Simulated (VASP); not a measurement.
Mg:

```xyz
2
Lattice="3.2093 0.0000 0.0000 -1.6046 2.7793 0.0000 0.0000 0.0000 5.2103" Properties=species:S:1:pos:R:3 pbc="T T T"
Mg    0.0000    1.8529    1.3026
Mg    1.6047    0.9264    3.9077
```

- Program: VASP 6.6.1
- Task: relaxation of cell and atoms
- Functional: LDA
- Potentials or basis: VASP PAW LDA potentials, release 64 (Mg_sv)
- Cutoff: 750 eV
- k mesh: 12 × 12 × 6
- Occupations: gaussian, width 0.1 eV
- Spin: no spin polarisation

At the start: pressure -3.1 GPa; volume 23.24 Å³/atom.

Question: How do energy, volume and symmetry change on relaxing?

Answer: Over 8 steps the energy falls by 19.6 meV/atom and the volume is 21.38 Å³/atom (-8.0 %); space group P6_3/mmc (No. 194, to 0.1 Å) before and after.

The path:
| step | energy change (eV) | largest force (eV/Å) | pressure (GPa) | volume (Å³) |
| --- | --- | --- | --- | --- |
| 1 | 0.0000 | 0.0000 | -3.10 | 46.47 |
| 2 | -0.0369 | 0.0000 | -0.75 | 43.52 |
| 3 | -0.0388 | 0.0000 | 0.02 | 42.72 |
| 4 | -0.0390 | 0.0000 | 0.05 | 42.73 |
| 5 | -0.0391 | 0.0000 | 0.06 | 42.74 |
| 6 | -0.0391 | 0.0000 | 0.02 | 42.74 |
| 7 | -0.0391 | 0.0000 | 0.02 | 42.74 |
| 8 | -0.0391 | 0.0000 | -0.01 | 42.76 |

Final structure:
```xyz
2
Lattice="3.1348 0.0000 0.0000 -1.5674 2.7148 0.0000 0.0000 0.0000 5.0243" Properties=species:S:1:pos:R:3 pbc="T T T"
Mg    0.0000    1.8099    1.2561
Mg    1.5674    0.9049    3.7682
```
